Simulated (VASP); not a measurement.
# NaLa (P-6m2) in VASP: a series of runs, part 2 of 2

VASP 6.6.1. The steps go on from the part before.

## 3. Relaxation of cell and atoms, PBE

This run uses another cell than the first one, of 36.51 Å³/atom.

Contents of INCAR:

```
PREC = Accurate
ENCUT = 600
EDIFF = 1E-7
ISMEAR = -1
SIGMA = 0.1
LREAL = F
LASPH = T
NELM = 60
ALGO = Normal
ISIF = 3
LWAVE = F
LCHARG = F
GGA = PE
IBRION = 2
NSW = 80
EDIFFG = -0.02
```

Contents of KPOINTS:

```
Automatic mesh
0
Gamma
  7 7 3
```

Contents of POSCAR:

```
NaLa
1.0
    3.6062510000      0.0000000000      0.0000000000
   -1.8031250000      3.1231050000      0.0000000000
    0.0000000000      0.0000000000      6.4837820000
Na La
1 1
Direct
    0.0000000000      0.0000000000      0.0000000000
    0.3333333333      0.6666666667      0.5000000000
```

Potentials or basis: VASP PAW PBE potentials, release 64 (Na_pv, La).

Started as:

```sh
cat potpaw_PBE.64/Na_pv/POTCAR potpaw_PBE.64/La/POTCAR > POTCAR
mpirun -np 1 vasp_std > vasp.out
```

OUTCAR:

```text
PREC = Accurate
   ENCUT = 600
   EDIFF = 1E-7
   ISMEAR = -1
   LREAL = F
   LASPH = T
   NELM = 60
   ISIF = 3
   GGA = PE
   IBRION = 2
   NSW = 80
   EDIFFG = -0.02

 ion  position               nearest neighbor table
   1  0.000  0.000  0.000-
   2  0.333  0.667  0.500-

  LATTYP: Found a hexagonal cell.
 ALAT       =     3.6062510000
 C/A-ratio  =     1.7979286522

  Lattice vectors:

 A1 = (   3.6062510000,   0.0000000000,   0.0000000000)
 A2 = (  -1.8031250000,   3.1231050000,   0.0000000000)
 A3 = (   0.0000000000,   0.0000000000,   6.4837820000)

Analysis of symmetry for initial positions (statically):
=====================================================================
 Subroutine PRICEL returns:
 Original cell was already a primitive cell.

 Routine SETGRP: Setting up the symmetry group for a
 hexagonal supercell.

 Subroutine GETGRP returns: Found 12 space group operations
 (whereof 12 operations were pure point group operations)
 out of a pool of 24 trial point group operations.

The static configuration has the point symmetry D_3h.

Analysis of symmetry for dynamics (positions and initial velocities):
=====================================================================
 Subroutine PRICEL returns:
 Original cell was already a primitive cell.

 Routine SETGRP: Setting up the symmetry group for a
 hexagonal supercell.

 Subroutine GETGRP returns: Found 12 space group operations
 (whereof 12 operations were pure point group operations)
 out of a pool of 24 trial point group operations.

The dynamic configuration has the point symmetry D_3h.

 Subroutine INISYM returns: Found 12 space group operations
 (whereof 12 operations are pure point group operations),
 and found     1 'primitive' translations

----------------------------------------------------------------------------------------
[... 94 lines left out ...]
   PSTRESS=    0.0 pullay stress
   NELECT =      18.0000    total number of electrons
   NUPDOWN=      -1.0000    fix difference up-down
   EMIN   =  10.00;   EMAX   =-10.00  energy-range for DOS
   EFERMI =   0.00;   METHOD = LEGACY
   ISMEAR =    -1;   SIGMA  =   0.10  broadening in eV -4-tet -1-fermi 0-gaus
   EFERMI_NEDOS =   21; number of points for ismear=-14 and -15
   IALGO  =     38    algorithm
   IMIX   =      4    mixing-type and parameters
     AMIX     =   0.40;   BMIX     =  1.00
     AMIX_MAG =   1.60;   BMIX_MAG =  1.00
  volume/ion in A,a.u.               =      36.51       246.40
  Fermi-wavevector in a.u.,A,eV,Ry     =   1.026460  1.939728 14.335371  1.053620
  Thomas-Fermi vector in A             =   2.160354
   LORBIT       =      0    0 simple, 1 ext, 2 COOP (PROOUT), +10 PAW based schemes
   GGA     = PE    functional components
   LHFCALC =     F    Hartree Fock is set to
   AEXX    =    0.0000 exact exchange contribution
   IVDW    =     0    specifies the selected vdW correction
   LEPSILON=     F    determine dielectric tensor
   LRPA    =     F    only Hartree local field effects (RPA)
 conjugate gradient relaxation of ions
 non-spin polarized calculation
  energy-cutoff  :      600.00
  volume of cell :       73.02
 maximum number of plane-waves:      2458
 NGX is ok and might be reduce to    30
   NGX = 15   NGY = 15   NGZ = 25

--------------------------------------- Ionic step        1  -------------------------------------------

 number of electron      17.9999994 magnetization

 Free energy of the ion-electron system (eV)
  ---------------------------------------------------
  ext. energy  EPLUGINS =         0.00000000
  ---------------------------------------------------
  free energy    TOTEN  =        -5.91388134 eV

  energy without entropy =       -5.85427359  energy(sigma->0) =       -5.88407747

------------------------ aborting loop because EDIFF is reached ----------------------------------------

  FORCE on cell =-STRESS in cart. coord.  units (eV):
  Direction    XX          YY          ZZ          XY          YZ          ZX
  --------------------------------------------------------------------------------------
  -------------------------------------------------------------------------------------
  Total       -0.1993724     -0.1993724      0.1143270     -0.0000000      0.0000000      0.0000000
  in kB       -4.3742617     -4.3742618      2.5083517     -0.0000007      0.0000000      0.0000000
  external PRESSURE =      -2.0800573 kB  Pullay stress =       0.0000000 kB
[... 131 lines left out ...]
--------------------------------------- Ionic step        5  -------------------------------------------

 number of electron      18.0000000 magnetization

 Free energy of the ion-electron system (eV)
  ---------------------------------------------------
  ext. energy  EPLUGINS =         0.00000000
  ---------------------------------------------------
  free energy    TOTEN  =        -5.91647058 eV

  energy without entropy =       -5.85727119  energy(sigma->0) =       -5.88687089

 E-fermi :   4.2067     XC(G=0):  -8.1780

 val. band max:        4.1781756871   @ k =   0.4286   0.0000   0.0000
 cond. band min:       4.3164154087   @ k =   0.1429   0.1429   0.0000
 fundamental gap:      0.1382397216
 Fermi energy:         4.2066862767

 k-point     1 :       0.0000    0.0000    0.0000
  band No.  band energies     occupation
      1     -28.8289      2.00000
      2     -20.1948      2.00000
      3     -20.1948      2.00000
      4     -20.1940      2.00000
      5     -12.6191      2.00000
      6     -11.6887      2.00000
      7     -11.6887      2.00000
      8       0.9737      2.00000
      9       3.0158      1.99999
     10       4.9826      0.00085
     11       5.3960      0.00001
     12       5.9174      0.00000
     13       5.9858      0.00000
[... 267 lines left out ...]
  FREE ENERGIE OF THE ION-ELECTRON SYSTEM (eV)
  ---------------------------------------------------
  free  energy   TOTEN  =        -5.9164705819 eV

  energy  without entropy=       -5.8572711893  energy(sigma->0) =       -5.88687089

 reached required accuracy - stopping structural energy minimisation
```

It took 66 s on 1 thread of Intel Xeon Platinum 8488C (Sapphire Rapids), shared host; peak memory 0.23 GiB.

Results:

```
Free energy                           : -5.9165 eV
Relaxed volume                        : 36.08 Å³/atom
Relaxed cell                          : a = 3.569 Å, b = 3.569 Å, c = 6.540 Å, α = 90.00°, β = 90.00°, γ = 120.00°
Space group after relaxing (to 0.1 Å) : P-6m2 (No. 187)
Energy gained by relaxing             : 1.3 meV/atom
Ionic steps                           : 5
Pressure after relaxing               : 0.0 GPa
Band gap on the k mesh                : zero (bands 9 and 10 overlap by 0.72 eV)
```

The path:
| step | energy change (eV) | largest force (eV/Å) | pressure (GPa) | volume (Å³) |
| --- | --- | --- | --- | --- |
| 1 | 0.0000 | 0.0000 | -0.21 | 73.02 |
| 2 | -0.0017 | 0.0000 | -0.07 | 72.52 |
| 3 | -0.0024 | 0.0000 | 0.09 | 71.96 |
| 4 | -0.0024 | 0.0000 | 0.09 | 71.94 |
| 5 | -0.0026 | 0.0000 | 0.04 | 72.16 |

Final structure:
```
Na La
1.0
     3.56943    0.00000    0.00000
    -1.78472    3.09122    0.00000
     0.00000    0.00000    6.53953
Na La
1 1
Direct
  0.00000 0.00000 0.00000
  0.33333 0.66667 0.50000
```

Levels at points of the mesh, in eV from the Fermi level:
| k point | band 6 | band 7 | band 8 | band 9 | band 10 | band 11 | band 12 | band 13 |
| --- | --- | --- | --- | --- | --- | --- | --- | --- |
| (0.00, 0.00, 0.00) | -15.90 | -15.90 | -3.23 | -1.19 | 0.78 | 1.19 | 1.71 | 1.78 |

Caveat: spin-orbit coupling is left out, which moves the levels of the heavy elements.
